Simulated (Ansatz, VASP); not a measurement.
## CoSi2 in VASP and in Ansatz

The input INCAR:

```
SYSTEM = CoSi2
  PREC = Accurate
  ENCUT = 520
  EDIFF = 1E-6
  ISMEAR = 0
  SIGMA = 0.15
  LREAL = .False.
  LASPH = .True.
  NELM = 60
  ALGO = Normal
  ISIF = 2
  LWAVE = .False.
  LCHARG = .False.
  GGA = PS
  NBANDS = 16
```

KPOINTS

```
regular mesh
0
Gamma
  14 14 14
  0 0 0
```

The input POSCAR:

```
CoSi2
1.0
    0.0000000000      2.5835250176      2.5835250176
    2.5835250176      0.0000000000      2.5835250176
    2.5835250176      2.5835250176      0.0000000000
Co Si
1 2
Direct
    0.0000000000      0.0000000000      0.0000000000
    0.2500000000      0.2500000000      0.2500000000
    0.7500000000      0.7500000000      0.7500000000
```

Input for Ansatz:

```yaml
crystal:
  lattice:
    - [0.0, 2.5835250176, 2.5835250176]
    - [2.5835250176, 0.0, 2.5835250176]
    - [2.5835250176, 2.5835250176, 0.0]
  atoms:
    - { symbol: Co, position: [0.0, 0.0, 0.0] }
    - { symbol: Si, position: [0.25, 0.25, 0.25] }
    - { symbol: Si, position: [0.75, 0.75, 0.75] }
basis:
  ecutwfc: 520.0
kpoints:
  mp_grid: { grid: [14, 14, 14] }
hamiltonian:
  xc: pbesol
  pseudopotentials: { kind: paw, azcp: { folder: soft_1 } }
scf:
  occupations: { method: gaussian, width: 0.15 }
  lower_state_search: "off"
output:
  forces: true
  stress: true
  eigenvalues: true
```

Alike in both runs: task single point; functional PBEsol; k mesh 14 × 14 × 14; occupations gaussian, width 0.15 eV; no spin polarisation.

```csv
,VASP,Ansatz
version,VASP 6.6.1,Ansatz 0.2.0
potentials or method,"VASP PAW PBE potentials, release 64 (Co, Si), cutoff 520 eV","scalar-relativistic, plane waves, PAW"
valence electrons in the cell,17,25
```

VASP gave:

```
gap on the k mesh at the Fermi level (eV) : none
pressure (GPa)                            : 19.6
```

Q: Estimate Ansatz's values.

A: gap on the k mesh at the Fermi level (eV): none; pressure (GPa): 19.5.

VASP's potentials were made for PBE, not for PBEsol, and Ansatz warns of the same on its side. A gap of «none» marks a metal or a gap that the smearing closes. VASP's potentials hold 17 valence electrons a cell and Ansatz's 25, so a difference there can come from the potentials and not from the codes.
